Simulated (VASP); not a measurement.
Input of a VASP 6.6.1 run:

File INCAR:

```
SYSTEM = Cs3Cu
  PREC = Accurate
  ENCUT = 600
  EDIFF = 1E-6
  ISMEAR = 0
  SIGMA = 0.1
  LREAL = .False.
  LASPH = .True.
  NELM = 100
  ALGO = Fast
  ISIF = 3
  LWAVE = .False.
  LCHARG = .False.
  GGA = PE
  IBRION = 2
  NSW = 90
  EDIFFG = -0.04
```

File KPOINTS:

```
regular mesh
0
Gamma
  6 6 6
  0 0 0
```

File POSCAR:

```
Cs3Cu
1.0
   -2.5593095701      2.5593095701      5.7168992995
    2.5593095701     -2.5593095701      5.7168992995
    2.5593095701      2.5593095701     -5.7168992995
Cs Cu
3 1
Direct
    0.5000000000      0.5000000000      0.0000000000
    0.2500000000      0.7500000000      0.5000000000
    0.7500000000      0.2500000000      0.5000000000
    0.0000000000      0.0000000000      0.0000000000
```

Potentials or basis: VASP PAW PBE potentials, release 64 (Cs_sv, Cu).

Run with:

```sh
$ cat potpaw_PBE.64/Cs_sv/POTCAR potpaw_PBE.64/Cu/POTCAR > POTCAR
$ mpirun -np 1 vasp_std > vasp.out
```

Question: Predict the space group after relaxing (to 0.1 Å).

Answer: I4/mmm (No. 139).

Question: Estimate the relaxed cell.

Answer: a = 7.861 Å, b = 7.861 Å, c = 7.861 Å, α = 131.76°, β = 131.76°, γ = 70.62°.

Question: What does it give for the relaxed volume?

Answer: 66.20 Å³/atom.

Question: Predict the band gap on the k mesh.

Answer: Zero (bands 19 and 20 overlap by 0.25 eV).

Final structure:
```
CELL_PARAMETERS angstrom
-3.21253 3.21253 6.41468
3.21253 -3.21253 6.41468
3.21253 3.21253 -6.41468
ATOMIC_POSITIONS crystal
Cs 0.50000 0.50000 0.00000
Cs 0.25000 0.75000 0.50000
Cs 0.75000 0.25000 0.50000
Cu 0.00000 0.00000 0.00000
```

Caveat: the volume moved by over 15 % at a fixed basis, so the end points are rough; spin-orbit coupling is left out, which moves the levels of the heavy elements.
